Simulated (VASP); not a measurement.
# ZrH (P4_2/mmc) in VASP: a series of runs

Runs on ZrH. Level: PBEsol. Tasks: single point.

Program: VASP 6.6.1. These are calculated values, not measurements. Logs are shortened: lines on timing, memory, paths and dates and some standing lists are left out, and cuts for length are marked.

## Step 1: The cell of the first run

It takes space group P4_2/mmc (No. 131, tetragonal). The conventional cell has a = 3.243 Å, b = 3.243 Å, c = 4.948 Å, α = 90.00°, β = 90.00°, γ = 90.00°. Within 2.7 Å of Zr (site symmetry mmm) lie 4 H at 2.04 Å. H (site symmetry -4m2) has 4 Zr at 2.04 Å and 2 H at 2.47 Å within 2.7 Å.

## Step 2: Single point, PBEsol

Input file INCAR:

```
PREC = Accurate
ENCUT = 520
EDIFF = 1E-6
ISMEAR = 0
SIGMA = 0.15
LREAL = False
LASPH = True
NELM = 100
ALGO = Normal
ISIF = 2
LWAVE = False
LCHARG = False
GGA = PS
NBANDS = 21
```

Input file KPOINTS:

```
regular mesh
0
Gamma
  14 14 10
```

Input file POSCAR:

```
ZrH
1.0
    3.2427916985      0.0000000000      0.0000000000
    0.0000000000      3.2427916985      0.0000000000
    0.0000000000      0.0000000000      4.9480000000
Zr H
2 2
Direct
    0.0000000000      0.5000000000      0.0000000000
    0.5000000000      0.0000000000      0.5000000000
    0.0000000000      0.0000000000      0.7500000000
    0.0000000000      0.0000000000      0.2500000000
```

Potentials or basis: VASP PAW PBE potentials, release 64 (Zr_sv, H).

Started as:

```sh
$ cat potpaw_PBE.64/Zr_sv/POTCAR potpaw_PBE.64/H/POTCAR > POTCAR
$ mpirun -np 1 vasp_std > vasp.out
```

OUTCAR:

```text
PREC = Accurate
   ENCUT = 520
   EDIFF = 1E-6
   ISMEAR = 0
   LREAL = False
   LASPH = True
   NELM = 100
   ISIF = 2
   GGA = PS

 ion  position               nearest neighbor table
   1  0.000  0.500  0.000-   3 2.04   4 2.04   3 2.04   4 2.04   2 3.37   2 3.37   2 3.37   2 3.37
                             2 3.37   2 3.37   2 3.37   2 3.37
   2  0.500  0.000  0.500-   3 2.04   4 2.04   3 2.04   4 2.04   1 3.37   1 3.37   1 3.37   1 3.37
                             1 3.37   1 3.37   1 3.37   1 3.37
   3  0.000  0.000  0.750-   1 2.04   2 2.04   1 2.04   2 2.04
   4  0.000  0.000  0.250-   1 2.04   2 2.04   1 2.04   2 2.04

  LATTYP: Found a simple tetragonal cell.
 ALAT       =     3.2427916985
 C/A-ratio  =     1.5258457712

  Lattice vectors:

 A1 = (   3.2427916985,   0.0000000000,   0.0000000000)
 A2 = (   0.0000000000,   3.2427916985,   0.0000000000)
 A3 = (   0.0000000000,   0.0000000000,   4.9480000000)

Analysis of symmetry for initial positions (statically):
=====================================================================
 Subroutine PRICEL returns:
 Original cell was already a primitive cell.

 Routine SETGRP: Setting up the symmetry group for a
 simple tetragonal supercell.

 Subroutine GETGRP returns: Found 16 space group operations
 (whereof  8 operations were pure point group operations)
 out of a pool of 16 trial point group operations.

The static configuration has the point symmetry D_2h.
 The point group associated with its full space group is D_4h.

Analysis of symmetry for dynamics (positions and initial velocities):
=====================================================================
 Subroutine PRICEL returns:
 Original cell was already a primitive cell.

 Routine SETGRP: Setting up the symmetry group for a
 simple tetragonal supercell.

 Subroutine GETGRP returns: Found 16 space group operations
 (whereof  8 operations were pure point group operations)
 out of a pool of 16 trial point group operations.

The dynamic configuration has the point symmetry D_2h.
 The point group associated with its full space group is D_4h.

 Subroutine INISYM returns: Found 16 space group operations
 (whereof  8 operations are pure point group operations),
 and found     1 'primitive' translations

----------------------------------------------------------------------------------------

                                     Primitive cell

  volume of cell :      52.0317

  direct lattice vectors                    reciprocal lattice vectors
     3.242791699  0.000000000  0.000000000     0.308376267  0.000000000  0.000000000
     0.000000000  3.242791699  0.000000000     0.000000000  0.308376267  0.000000000
     0.000000000  0.000000000  4.948000000     0.000000000  0.000000000  0.202101859

  length of vectors
     3.242791699  3.242791699  4.948000000     0.308376267  0.308376267  0.202101859

  position of ions in fractional coordinates (direct lattice)
     0.000000000  0.500000000  0.000000000
     0.500000000  0.000000000  0.500000000
     0.000000000  0.000000000  0.750000000
     0.000000000  0.000000000  0.250000000

  ion indices of the primitive-cell ions
   primitive index   ion index
                 1           1
                 2           2
                 3           3
                 4           4

----------------------------------------------------------------------------------------

 KPOINTS: regular mesh

Automatic generation of k-mesh.
 Grid dimensions read from file:
 generate k-points for:   14   14   10

 Generating k-lattice:

  Cartesian coordinates                     Fractional coordinates (reciprocal lattice)
     0.022026876  0.000000000  0.000000000     0.071428571  0.000000000  0.000000000
     0.000000000  0.022026876  0.000000000     0.000000000  0.071428571  0.000000000
     0.000000000  0.000000000  0.020210186     0.000000000  0.000000000  0.100000000

  Length of vectors
     0.022026876  0.022026876  0.020210186

  Shift w.r.t. Gamma in fractional coordinates (k-lattice)
     0.000000000  0.000000000  0.000000000

 Subroutine IBZKPT returns following result:
 ===========================================

 Found    216 irreducible k-points:

 Following reciprocal coordinates:
            Coordinates               Weight
  0.000000  0.000000  0.000000      1.000000
  0.071429  0.000000  0.000000      4.000000
  0.142857  0.000000  0.000000      4.000000
  0.214286  0.000000  0.000000      4.000000
  0.285714  0.000000  0.000000      4.000000
  0.357143  0.000000  0.000000      4.000000
[... 16 lines left out ...]
  0.285714  0.214286  0.000000      8.000000
  0.357143  0.214286  0.000000      8.000000
 [... further k-points ...]
   k-points           NKPTS =    216   k-points in BZ     NKDIM =    216   number of bands    NBANDS=     21
   number of dos      NEDOS =    301   number of ions     NIONS =      4
   total plane-waves  NPLWV =  23040
   dimension x,y,z NGX =    24 NGY =   24 NGZ =   40
   dimension x,y,z NGXF=    48 NGYF=   48 NGZF=   80
   ions per type =               2   2
   NGX,Y,Z   is equivalent  to a cutoff of  12.30, 12.30, 13.44 a.u.
   NGXF,Y,Z  is equivalent  to a cutoff of  24.61, 24.61, 26.88 a.u.
 SYSTEM =  unknown system
   PREC   = accura    normal or accurate (medium, high low for compatibility)
   ISTART =      0    job   : 0-new  1-cont  2-samecut
   ICHARG =      2    charge: 1-file 2-atom 10-const
   ISPIN  =      1    spin polarized calculation?
   LNONCOLLINEAR =      F non collinear calculations
   LSORBIT =      F    spin-orbit coupling
   LASPH  =      T    aspherical Exc in radial PAW
   ENCUT  =  520.0 eV  38.22 Ry    6.18 a.u.   6.03  6.03  9.20*2*pi/ulx,y,z
   NELM   =    100;   NELMIN=  2; NELMDL= -5     # of ELM steps
   EDIFF  = 0.1E-05   stopping-criterion for ELM
   LREAL  =      F    real-space projection
   EDIFFG = 0.1E-04   stopping-criterion for IOM
   NSW    =      0    number of steps for IOM
   IBRION =     -1    ionic relax: 0-MD 1-quasi-New 2-CG
   NFREE  =      0    steps in history (QN), initial steepest desc. (CG)
   ISIF   =      2    stress and relaxation
   ISYM   =      2    0-nonsym 1-usesym 2-fastsym
   POTIM  = 0.5000    time-step for ionic-motion
   TEBEG  =    0.0;   TEEND  =   0.0 temperature during run
   PSTRESS=    0.0 pullay stress
   NELECT =      26.0000    total number of electrons
   NUPDOWN=      -1.0000    fix difference up-down
   EMIN   =  10.00;   EMAX   =-10.00  energy-range for DOS
   EFERMI =   0.00;   METHOD = LEGACY
   ISMEAR =     0;   SIGMA  =   0.15  broadening in eV -4-tet -1-fermi 0-gaus
   EFERMI_NEDOS =   21; number of points for ismear=-14 and -15
   IALGO  =     38    algorithm
   IMIX   =      4    mixing-type and parameters
     AMIX     =   0.40;   BMIX     =  1.00
     AMIX_MAG =   1.60;   BMIX_MAG =  1.00
  volume/ion in A,a.u.               =      13.01        87.78
  Fermi-wavevector in a.u.,A,eV,Ry     =   1.299102  2.454947 22.962100  1.687667
  Thomas-Fermi vector in A             =   2.430388
   LORBIT       =      0    0 simple, 1 ext, 2 COOP (PROOUT), +10 PAW based schemes
   GGA     = PS    functional components
   LHFCALC =     F    Hartree Fock is set to
   AEXX    =    0.0000 exact exchange contribution
   IVDW    =     0    specifies the selected vdW correction
   LEPSILON=     F    determine dielectric tensor
   LRPA    =     F    only Hartree local field effects (RPA)
 non-spin polarized calculation
 Gauss-broadening in eV      SIGMA  =   0.15
  energy-cutoff  :      520.00
  volume of cell :       52.03
 maximum number of plane-waves:      1426
   NGX = 13   NGY = 13   NGZ = 19

 number of electron      25.9999998 magnetization

 Free energy of the ion-electron system (eV)
  ---------------------------------------------------
  ext. energy  EPLUGINS =         0.00000000
  ---------------------------------------------------
  free energy    TOTEN  =       -26.65820815 eV

  energy without entropy =      -26.63565911  energy(sigma->0) =      -26.64693363

 E-fermi :   8.1248     XC(G=0): -11.1620

 val. band max:        8.1216318511   @ k =   0.1429   0.0714   0.2000
 cond. band min:       8.1293511696   @ k =   0.0714   0.0000   0.5000
 fundamental gap:      0.0077193185
 Fermi energy:         8.1248412962

 k-point     1 :       0.0000    0.0000    0.0000
  band No.  band energies     occupation
      1     -40.7048      2.00000
      2     -40.5968      2.00000
      3     -19.1052      2.00000
      4     -18.6052      2.00000
      5     -18.6052      2.00000
      6     -18.4021      2.00000
[... 13 lines left out ...]
     20      12.8519      0.00000
     21      14.3303      0.00000

 k-point     2 :       0.0714    0.0000    0.0000
  band No.  band energies     occupation
      1     -40.7013      2.00000
      2     -40.5960      2.00000
      3     -19.0936      2.00000
      4     -18.6305      2.00000
      5     -18.6011      2.00000
      6     -18.4077      2.00000
[... 13 lines left out ...]
     20      12.8155      0.00000
     21      14.7037      0.00000

 k-point     3 :       0.1429    0.0000    0.0000
  band No.  band energies     occupation
      1     -40.6915      2.00000
      2     -40.5940      2.00000
      3     -19.0597      2.00000
      4     -18.7009      2.00000
      5     -18.5894      2.00000
      6     -18.4738      2.00000
[... 13 lines left out ...]
     20      12.9603      0.00000
     21      15.1394      0.00000
[... 457 lines left out ...]
 k-point    23 :       0.2857    0.2143    0.0000
  band No.  band energies     occupation
      1     -40.6346      2.00000
      2     -40.5814      2.00000
      3     -18.9470      2.00000
      4     -18.8640      2.00000
      5     -18.7232      2.00000
      6     -18.6930      2.00000
[... 13 lines left out ...]
     20      14.4927      0.00000
     21      14.7943      0.00000

 k-point    24 :       0.3571    0.2143    0.0000
  band No.  band energies     occupation
      1     -40.6180      2.00000
      2     -40.5808      2.00000
      3     -19.0397      2.00000
      4     -18.8080      2.00000
      5     -18.7986      2.00000
      6     -18.6845      2.00000
[... 13 lines left out ...]
     20      14.3944      0.00000
     21      15.2117      0.00000

 [... further k-points ...]

------------------------ aborting loop because EDIFF is reached ----------------------------------------

  FORCE on cell =-STRESS in cart. coord.  units (eV):
  Direction    XX          YY          ZZ          XY          YZ          ZX
  --------------------------------------------------------------------------------------
  -------------------------------------------------------------------------------------
  Total       -0.9919003     -0.9919003     -0.4896385      0.0000000      0.0000000      0.0000000
  in kB      -30.5429393    -30.5429393    -15.0771176      0.0000000      0.0000000      0.0000000
  external PRESSURE =     -25.3876654 kB  Pullay stress =       0.0000000 kB

 VOLUME and BASIS-vectors are now :
 -----------------------------------------------------------------------------
  energy-cutoff  :      520.00
  volume of cell :       52.03
      direct lattice vectors                 reciprocal lattice vectors
     3.242791699  0.000000000  0.000000000     0.308376267  0.000000000  0.000000000
     0.000000000  3.242791699  0.000000000     0.000000000  0.308376267  0.000000000
     0.000000000  0.000000000  4.948000000     0.000000000  0.000000000  0.202101859

 POSITION                                       TOTAL-FORCE (eV/Angst)
 -----------------------------------------------------------------------------------
      0.00000      1.62140      0.00000         0.000000      0.000000      0.000000
      1.62140      0.00000      2.47400         0.000000      0.000000      0.000000
      0.00000      0.00000      3.71100         0.000000      0.000000      0.000000
      0.00000      0.00000      1.23700        -0.000000      0.000000      0.000000
 -----------------------------------------------------------------------------------
    total drift:                                0.000000      0.000000     -0.000000

  FREE ENERGIE OF THE ION-ELECTRON SYSTEM (eV)
  ---------------------------------------------------
  free  energy   TOTEN  =       -26.6582081463 eV

  energy  without entropy=      -26.6356591143  energy(sigma->0) =      -26.64693363
```

Wall time 97 s (1 thread of AMD EPYC 9R45 (Zen 5), shared host); peak memory 0.28 GiB.

Results:

```yaml
Free_energy: -26.6582 eV
Pressure: -2.5 GPa
Band_gap_on_the_k_mesh: zero (bands 13 and 14 overlap by 0.99 eV)
```

Caveat: the PAW data sets were made with another functional, which shifts forces and pressure a little.

## Step 3: Single point, PBEsol

Input file INCAR:

```
SYSTEM = ZrH
PREC = Accurate ; ENCUT = 520
EDIFF = 1E-6 ; ISMEAR = 0
SIGMA = 0.15 ; LREAL = .False.
LASPH = .True. ; NELM = 80
ALGO = Normal ; ISIF = 2
LWAVE = .False. ; LCHARG = .False.
GGA = PS ; NBANDS = 21
```

Input file KPOINTS:

```
Automatic mesh
0
Gamma
  16 16 12
  0 0 0
```

POSCAR is that of step 2.

Potentials or basis: VASP PAW PBE potentials, release 64 (Zr_sv, H).

Started as:

```sh
$ cat potpaw_PBE.64/Zr_sv/POTCAR potpaw_PBE.64/H/POTCAR > POTCAR
$ mpirun -np 1 vasp_std > vasp.out
```

OUTCAR:

```text
SYSTEM = ZrH
   PREC = Accurate
   ENCUT = 520
   EDIFF = 1E-6
   ISMEAR = 0
   LREAL = .False.
   LASPH = .True.
   NELM = 80
   ISIF = 2
   GGA = PS

 ion  position               nearest neighbor table
   1  0.000  0.500  0.000-   3 2.04   4 2.04   3 2.04   4 2.04   2 3.37   2 3.37   2 3.37   2 3.37
                             2 3.37   2 3.37   2 3.37   2 3.37
   2  0.500  0.000  0.500-   3 2.04   4 2.04   3 2.04   4 2.04   1 3.37   1 3.37   1 3.37   1 3.37
                             1 3.37   1 3.37   1 3.37   1 3.37
   3  0.000  0.000  0.750-   1 2.04   2 2.04   1 2.04   2 2.04
   4  0.000  0.000  0.250-   1 2.04   2 2.04   1 2.04   2 2.04

  LATTYP: Found a simple tetragonal cell.
 ALAT       =     3.2427916985
 C/A-ratio  =     1.5258457712

  Lattice vectors:

 A1 = (   3.2427916985,   0.0000000000,   0.0000000000)
 A2 = (   0.0000000000,   3.2427916985,   0.0000000000)
 A3 = (   0.0000000000,   0.0000000000,   4.9480000000)

Analysis of symmetry for initial positions (statically):
=====================================================================
 Subroutine PRICEL returns:
 Original cell was already a primitive cell.

 Routine SETGRP: Setting up the symmetry group for a
[... 176 lines left out ...]
 val. band max:        8.1209517869   @ k =   0.3125   0.0625   0.5000
 cond. band min:       8.1276743225   @ k =   0.3125   0.1250   0.5000
 fundamental gap:      0.0067225355
 Fermi energy:         8.1237741230

 k-point     1 :       0.0000    0.0000    0.0000
  band No.  band energies     occupation
      1     -40.7055      2.00000
      2     -40.5975      2.00000
      3     -19.1059      2.00000
      4     -18.6061      2.00000
      5     -18.6061      2.00000
      6     -18.4029      2.00000
[... 565 lines left out ...]
     20      13.6718      0.00000
     21      15.9808      0.00000

 [... further k-points ...]

------------------------ aborting loop because EDIFF is reached ----------------------------------------

  FORCE on cell =-STRESS in cart. coord.  units (eV):
  Direction    XX          YY          ZZ          XY          YZ          ZX
  --------------------------------------------------------------------------------------
  -------------------------------------------------------------------------------------
  Total       -0.9756973     -0.9756973     -0.4999025     -0.0000000      0.0000000      0.0000000
  in kB      -30.0440104    -30.0440104    -15.3931706     -0.0000000      0.0000000      0.0000000
  external PRESSURE =     -25.1603971 kB  Pullay stress =       0.0000000 kB

 VOLUME and BASIS-vectors are now :
 -----------------------------------------------------------------------------
  energy-cutoff  :      520.00
  volume of cell :       52.03
      direct lattice vectors                 reciprocal lattice vectors
     3.242791699  0.000000000  0.000000000     0.308376267  0.000000000  0.000000000
     0.000000000  3.242791699  0.000000000     0.000000000  0.308376267  0.000000000
     0.000000000  0.000000000  4.948000000     0.000000000  0.000000000  0.202101859

 POSITION                                       TOTAL-FORCE (eV/Angst)
 -----------------------------------------------------------------------------------
      0.00000      1.62140      0.00000         0.000000      0.000000      0.000000
      1.62140      0.00000      2.47400         0.000000      0.000000      0.000000
      0.00000      0.00000      3.71100        -0.000000      0.000000      0.000000
      0.00000      0.00000      1.23700         0.000000     -0.000000     -0.000000
 -----------------------------------------------------------------------------------
    total drift:                                0.000000      0.000000     -0.000000

  FREE ENERGIE OF THE ION-ELECTRON SYSTEM (eV)
  ---------------------------------------------------
  free  energy   TOTEN  =       -26.6575961107 eV

  energy  without entropy=      -26.6342638865  energy(sigma->0) =      -26.64593000
```

OSZICAR:

```text
N       E                     dE             d eps       ncg     rms          rms(c)
DAV:   1     0.216519148882E+03    0.21652E+03   -0.13914E+04 13238   0.121E+03
DAV:   2    -0.115940701240E+02   -0.22811E+03   -0.22268E+03 14980   0.356E+02
DAV:   3    -0.283196505437E+02   -0.16726E+02   -0.16575E+02 24962   0.703E+01
DAV:   4    -0.287316240435E+02   -0.41197E+00   -0.41126E+00 16178   0.115E+01
DAV:   5    -0.287424289075E+02   -0.10805E-01   -0.10804E-01 20457   0.132E+00    0.201E+01
DAV:   6    -0.269673864287E+02    0.17750E+01   -0.25280E+00 15371   0.103E+01    0.768E+00
DAV:   7    -0.266478747781E+02    0.31951E+00   -0.13873E+00 18302   0.654E+00    0.114E+00
DAV:   8    -0.266573938531E+02   -0.95191E-02   -0.13875E-01 17663   0.208E+00    0.605E-01
DAV:   9    -0.266578757403E+02   -0.48189E-03   -0.66867E-03 17606   0.625E-01    0.111E-01
DAV:  10    -0.266576030644E+02    0.27268E-03   -0.36045E-04 15918   0.104E-01    0.520E-02
DAV:  11    -0.266575966294E+02    0.64350E-05   -0.40711E-05 16465   0.511E-02    0.668E-03
DAV:  12    -0.266575961107E+02    0.51873E-06   -0.33079E-06 14819   0.109E-02
   1 F= -.26657596E+02 E0= -.26645930E+02  d E =-.233322E-01
```

It took 2.2 min on 1 thread of AMD EPYC 9R45 (Zen 5), shared host; peak memory 0.36 GiB.

Results:

```
Free energy            : -26.6576 eV
Pressure               : -2.5 GPa
Band gap on the k mesh : zero (bands 13 and 14 overlap by 0.99 eV)
```

Stress tensor (GPa, compression positive):
```
-3.00  0.00  0.00
 0.00 -3.00  0.00
 0.00  0.00 -1.54
```

Caveat: the PAW data sets were made with another functional, which shifts forces and pressure a little.
